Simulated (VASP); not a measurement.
Here is a VASP 6.6.1 calculation.

INCAR

```
SYSTEM = Al3B2As
ALGO = Normal
EDIFF = 1E-6
EDIFFG = -0.04
ENCUT = 600
GGA = PE
IBRION = 2
ISIF = 3
ISMEAR = 0
LASPH = .TRUE.
LCHARG = .FALSE.
LREAL = .FALSE.
LWAVE = .FALSE.
NELM = 60
NSW = 90
PREC = Accurate
SIGMA = 0.1
```

File KPOINTS:

```
k-points
0
G
  6 6 6
  0 0 0
```

File POSCAR:

```
Al3B2As
1.0
    5.7403330191      0.0000000000      0.0000000000
   -2.8701665096      4.9712742207      0.0000000000
    0.0000000000      0.0000000000      2.9731544935
Al B As
3 2 1
Direct
    0.5000000000      0.0000000000      0.5000000000
    0.0000000000      0.5000000000      0.5000000000
    0.5000000000      0.5000000000      0.5000000000
    0.3333333333      0.6666666667      0.0000000000
    0.6666666667      0.3333333333      0.0000000000
    0.0000000000      0.0000000000      0.0000000000
```

Potentials or basis: VASP PAW PBE potentials, release 64 (Al, B, As).

The run is started by

```console
$ cat potpaw_PBE.64/Al/POTCAR potpaw_PBE.64/B/POTCAR potpaw_PBE.64/As/POTCAR > POTCAR
$ mpirun -np 1 vasp_std > vasp.out
```

Predict the band gap on the k mesh.

zero (bands 10 and 11 overlap by 3.38 eV).

Estimate the relaxed volume.

14.55 Å³/atom.

Stress tensor (GPa, compression positive):
```
-0.37  0.00  0.00
 0.00 -0.37  0.00
 0.00  0.00  0.15
```
